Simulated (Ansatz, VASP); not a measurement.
# Two plane-wave programs on AgBr

INCAR

```
SYSTEM = AgBr
  PREC = Accurate
  ENCUT = 500
  EDIFF = 1E-6
  ISMEAR = 0
  SIGMA = 0.01
  LREAL = .False.
  LASPH = .True.
  NELM = 120
  ALGO = Normal
  ISIF = 2
  LWAVE = .False.
  LCHARG = .False.
  GGA = PE
  NBANDS = 16
  GGA_COMPAT = .False.
```

KPOINTS

```
regular mesh
0
Gamma
  4 4 4
  0 0 0
```

POSCAR

```
AgBr
1.0
    0.0000000000      2.8701500000      2.8701500000
    2.8701500000      0.0000000000      2.8701500000
    2.8701500000      2.8701500000      0.0000000000
Ag Br
1 1
Direct
    0.0000000000      0.0000000000      0.0000000000
    0.5000000000      0.5000000000      0.5000000000
```

Input for Ansatz:

```yaml
crystal:
  lattice:
    - [0.0, 2.87015, 2.87015]
    - [2.87015, 0.0, 2.87015]
    - [2.87015, 2.87015, 0.0]
  atoms:
    - { symbol: Ag, position: [0.0, 0.0, 0.0] }
    - { symbol: Br, position: [0.5, 0.5, 0.5] }
kpoints:
  mp_grid:
    grid: [4, 4, 4]
hamiltonian:
  pseudopotentials:
    kind: paw
scf:
  occupations:
    method: fixed
output:
  forces: true
  stress: true
```

Alike in both runs: task single point; functional PBE; k mesh 4 × 4 × 4; no spin polarisation.

```csv
,VASP,Ansatz
version,VASP 6.6.1,Ansatz 0.2.0
potentials or method,"VASP PAW PBE potentials, release 64 (Ag, Br)","plane waves, PAW"
plane-wave cutoff (eV),500,420
occupations,"gaussian, width 0.01 eV",fixed
valence electrons in the cell,18,26
```

```csv
,VASP,Ansatz,Ansatz less VASP
pressure (GPa),2.6,2.6,+0.04
```

VASP's potentials hold 18 valence electrons a cell and Ansatz's 26, so a difference there can come from the potentials and not from the codes.

The k mesh is coarse, so the values compare programs but aren't converged.
